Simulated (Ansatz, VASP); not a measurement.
# Si2GeC3: VASP beside Ansatz

The input INCAR:

```
SYSTEM = Si2GeC3
ALGO     = Normal         ! electronic algorithm
EDIFF    = 1E-6           ! SCF threshold, eV
EDIFFG   = -0.01          ! ionic threshold
ENCUT    = 600            ! plane-wave cutoff, eV
GGA      = PE             ! functional
IBRION   = 2              ! ionic algorithm
ISIF     = 3              ! what is computed and relaxed
ISMEAR   = 0              ! smearing method
LASPH    = .TRUE.         ! aspherical terms in the spheres
LCHARG   = .FALSE.        ! write CHGCAR
LREAL    = .FALSE.        ! projectors in reciprocal space
LWAVE    = .FALSE.        ! write WAVECAR
NELM     = 100            ! most SCF steps
NSW      = 100            ! ionic steps
PREC     = Accurate       ! precision mode
SIGMA    = 0.1            ! smearing width, eV
```

KPOINTS

```
k-points
0
G
  14 14 4
  0 0 0
```

POSCAR

```
Si2GeC3
1.0
    2.8066959965      0.0000000000      0.0000000000
    0.0000000000      2.8066959965      0.0000000000
    0.0000000000      0.0000000000      8.8561930760
Si Ge C
2 1 3
Direct
    0.0000000000      0.0000000000      0.2785917810
    0.0000000000      0.0000000000      0.7214082190
    0.0000000000      0.0000000000      0.0000000000
    0.5000000000      0.5000000000      0.3444107596
    0.5000000000      0.5000000000      0.5000000000
    0.5000000000      0.5000000000      0.6555892404
```

Input for Ansatz:

```yaml
crystal:
  lattice:
    - [2.8066959965, 0.0, 0.0]
    - [0.0, 2.8066959965, 0.0]
    - [0.0, 0.0, 8.856193076]
  atoms:
    - { symbol: Si, position: [0.0, 0.0, 0.278591781] }
    - { symbol: Si, position: [0.0, 0.0, 0.721408219] }
    - { symbol: Ge, position: [0.0, 0.0, 0.0] }
    - { symbol: C, position: [0.5, 0.5, 0.3444107596] }
    - { symbol: C, position: [0.5, 0.5, 0.5] }
    - { symbol: C, position: [0.5, 0.5, 0.6555892404] }
basis:
  ecutwfc: 420
kpoints:
  mp_grid: { grid: [14, 14, 4] }
hamiltonian:
  xc: pbe
scf:
  occupations: { method: gaussian, width: 0.1 }
output:
  forces: true
  stress: true
  eigenvalues: true
  write_density: true
  write_potential: true
  elf: true
  volumetric_format: npy
relax:
  adjacent_minimum: "off"
  f_tol: 0.01
  max_steps: 80
  cell: { stress_tol: 0.05 }
```

Change from the starting cell: species swapped into the Al3Ni2Pt type (P4/mmm, No. 123).

Alike in both runs: task relaxation of cell and atoms; functional PBE; k mesh 14 × 14 × 4; occupations gaussian, width 0.1 eV; no spin polarisation.

|  | VASP | Ansatz |
| --- | --- | --- |
| version | VASP 6.6.1 | Ansatz 0.2.0 |
| potentials or method | VASP PAW PBE potentials, release 64 (Si, Ge_d, C), cutoff 600 eV | scalar-relativistic, plane waves, PAW |
| valence electrons in the cell | 34 | 34 |

|  | VASP | Ansatz | Ansatz less VASP |
| --- | --- | --- | --- |
| gap on the k mesh at the Fermi level, each at its own relaxed structure (eV) | none | none | - |
| relaxed volume (Å³/atom) | 11.55 | 11.57 | +0.016 |
| relaxed cell length with the largest relative difference (Å) | 2.807 | 2.808 | +0.0013 |

A gap of «none» marks a metal or a gap that the smearing closes.

Noted on VASP's run: too few bands were computed for a metal, which touches its energy and stress.
